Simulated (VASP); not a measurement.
The system is Li2Se.

```
Li Se
1.0
     0.00000    2.99346    2.99346
     2.99346    0.00000    2.99346
     2.99346    2.99346    0.00000
Li Se
2 1
Direct
  0.25000 0.25000 0.25000
  0.75000 0.75000 0.75000
  0.00000 0.00000 0.00000
```

Program: VASP 6.6.1. Alike in all runs: task single point; no spin polarisation; cell as given; smearing gaussian 0.01 eV. Hardware: 1 thread of AMD EPYC 7R43 64-Core Processor (Zen 3), on a shared host.

**Question.** Order these runs on this cell by their wall time, lowest first.
A. level r2SCAN; potentials or basis VASP PAW PBE potentials, release 64 (Li_sv, Se); k mesh 4 × 4 × 4; cutoff (eV) 830
B. level LDA; potentials or basis VASP PAW LDA potentials, release 64 (Li_sv, Se); k mesh 4 × 4 × 4; cutoff (eV) 750
C. level HSE06; potentials or basis VASP PAW PBE potentials, release 64 (Li_sv, Se); k mesh 4 × 4 × 4; cutoff (eV) 650; grid for exact exchange (PRECFOCK) Normal; screening parameter 0.2079 1/Å
D. level PBE; potentials or basis VASP PAW PBE potentials, release 64 (Li_sv, Se); k mesh 6 × 6 × 6; cutoff (eV) 750

**Answer.** B (12 s), D (27 s), A (81 s), C (370 s).

Caveats: some runs use coarse meshes.
